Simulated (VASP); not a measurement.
Input of a VASP 6.6.1 run:

INCAR

```
SYSTEM = InSb
PREC = Accurate
ENCUT = 600
EDIFF = 1E-7
ISMEAR = 0
SIGMA = 0.1
LREAL = .FALSE.
LASPH = .TRUE.
NELM = 100
ALGO = Normal
ISIF = 3
LWAVE = .FALSE.
LCHARG = .FALSE.
GGA = PE
IBRION = 2
NSW = 80
EDIFFG = -0.05
```

Contents of KPOINTS:

```
Automatic mesh
0
G
  6 6 6
  0 0 0
```

The input POSCAR:

```
InSb
1.0
    0.0000000000      2.9312821204      2.9312821204
    2.9312821204      0.0000000000      2.9312821204
    2.9312821204      2.9312821204      0.0000000000
In Sb
1 1
Direct
    0.0000000000      0.0000000000      0.0000000000
    0.2500000000      0.2500000000      0.2500000000
```

Potentials or basis: VASP PAW PBE potentials, release 64 (In_d, Sb).

Command:

```bash
$ cat potpaw_PBE.64/In_d/POTCAR potpaw_PBE.64/Sb/POTCAR > POTCAR
$ mpirun -np 1 vasp_std > vasp.out
```

Problem. Estimate the band gap on the k mesh.

Solution. Zero (filled and empty bands touch).

Problem. Predict the relaxed volume.

Solution. 36.57 Å³/atom.

Problem. Predict the space group after relaxing (to 0.05 Å).

Solution. F-43m (No. 216).

Problem. Estimate the relaxed cell.

Solution. a = 4.694 Å, b = 4.694 Å, c = 4.694 Å, α = 60.00°, β = 60.00°, γ = 60.00°.

Final structure:
```
CELL_PARAMETERS angstrom
0.00000 3.31941 3.31941
3.31941 0.00000 3.31941
3.31941 3.31941 0.00000
ATOMIC_POSITIONS crystal
In 0.00000 0.00000 0.00000
Sb 0.25000 0.25000 0.25000
```

Caveat: the volume moved by over 15 % at a fixed basis, so the end points are rough; spin-orbit coupling is left out, which moves the levels of the heavy elements.
